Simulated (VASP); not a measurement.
Wanted: the native input for a VASP 6.6.1 run.

| Item | Value |
| --- | --- |
| Task | single point |
| Functional | PBE |
| Potentials or basis | VASP PAW PBE potentials, release 64 (Li_sv) |
| Cutoff | 520 eV |
| k mesh | 14 × 14 × 14 |
| Occupations | gaussian, width 0.1 eV |
| Spin | no spin polarisation |
| Dipole correction | no |
| Further INCAR settings | ALGO = Normal; EDIFF = 1e-06; NBANDS = 8 |

The structure of Li lies in POSCAR:

```
Li
1.0
    2.7295825794      0.0000000000      0.0000000000
    0.0000000000      2.7295825794      0.0000000000
    0.0000000000      0.0000000000      2.7295825794
Li
1
Direct
    0.0000000000      0.0000000000      0.0000000000
```

One way to write it, as run:

INCAR

```
SYSTEM = Li
PREC     = Accurate       ! precision mode
ENCUT    = 520            ! plane-wave cutoff, eV
EDIFF    = 1E-6           ! SCF threshold, eV
ISMEAR   = 0              ! smearing method
SIGMA    = 0.1            ! smearing width, eV
LREAL    = .FALSE.        ! projectors in reciprocal space
LASPH    = .TRUE.         ! aspherical terms in the spheres
NELM     = 60             ! most SCF steps
ALGO     = Normal         ! electronic algorithm
ISIF     = 2              ! what is computed and relaxed
LWAVE    = .FALSE.        ! write WAVECAR
LCHARG   = .FALSE.        ! write CHGCAR
GGA      = PE             ! functional
NBANDS   = 8              ! bands
```

KPOINTS

```
regular mesh
0
G
  14 14 14
  0 0 0
```

Potentials or basis: VASP PAW PBE potentials, release 64 (Li_sv).

Launch:

```bash
$ cat potpaw_PBE.64/Li_sv/POTCAR > POTCAR
$ mpirun -np 1 vasp_std > vasp.out
```

It took 13 s on 1 thread of AMD EPYC 7R43 64-Core Processor (Zen 3), on a shared host, peak memory 0.09 GiB.
